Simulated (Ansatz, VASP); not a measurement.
**Se in VASP and in Ansatz**

Contents of INCAR:

```
PREC = Accurate ; ENCUT = 600
EDIFF = 1E-6 ; ISMEAR = -1
SIGMA = 0.08 ; LREAL = False
LASPH = True ; NELM = 100
ALGO = Normal ; ISIF = 3
LWAVE = False ; LCHARG = False
GGA = PE ; IBRION = 2
NSW = 60 ; EDIFFG = -0.005
```

The input KPOINTS:

```
regular mesh
0
Gamma
  8 8 11
```

POSCAR

```
Se
1.0
    4.8956016906      0.0000000000      0.0000000000
   -2.4478008453      4.2397154309      0.0000000000
    0.0000000000      0.0000000000      3.0352730482
Se
3
Direct
    0.0000000000      0.0000000000      0.0000000000
    0.3333333333      0.6666666667      0.5000000000
    0.6666666667      0.3333333333      0.5000000000
```

Input for Ansatz:

```yaml
crystal:
  lattice:
    - [4.8956016906, 0.0, 0.0]
    - [-2.4478008453, 4.2397154309, 0.0]
    - [0.0, 0.0, 3.0352730482]
  atoms:
    - { symbol: Se, position: [0.0, 0.0, 0.0] }
    - { symbol: Se, position: [0.3333333333, 0.6666666667, 0.5] }
    - { symbol: Se, position: [0.6666666667, 0.3333333333, 0.5] }
kpoints:
  mp_grid: { grid: [8, 8, 11] }
scf:
  occupations: { method: fermi_dirac, width: 0.08 }
hamiltonian:
  xc: pbe
  pseudopotentials: { kind: paw }
output:
  forces: true
  stress: true
  write_density: true
  write_potential: true
  elf: true
  volumetric_format: npy
relax:
  f_tol: 0.005
  max_steps: 40
  cell: {}
```

Alike in both runs: task relaxation of cell and atoms; functional PBE; k mesh 8 × 8 × 11; occupations fermi-dirac, width 0.08 eV; no spin polarisation.

|  | VASP | Ansatz |
| --- | --- | --- |
| version | VASP 6.6.1 | Ansatz 0.2.0 |
| potentials or method | VASP PAW PBE potentials, release 64 (Se) | PAW with Ansatz's default frozen-core files, scalar-relativistic |
| plane-wave cutoff (eV) | 600 | 420 |
| valence electrons in the cell | 18 | 48 |

Ansatz gave:

- relaxed volume (Å³/atom): 21.04
- relaxed cell length with the largest relative difference (Å): 2.694

Q: What did VASP give for the same quantities?

A: Relaxed volume (Å³/atom): 21.03; relaxed cell length with the largest relative difference (Å): 2.693.

VASP's potentials hold 18 valence electrons a cell and Ansatz's 48, so a difference there can come from the potentials and not from the codes.
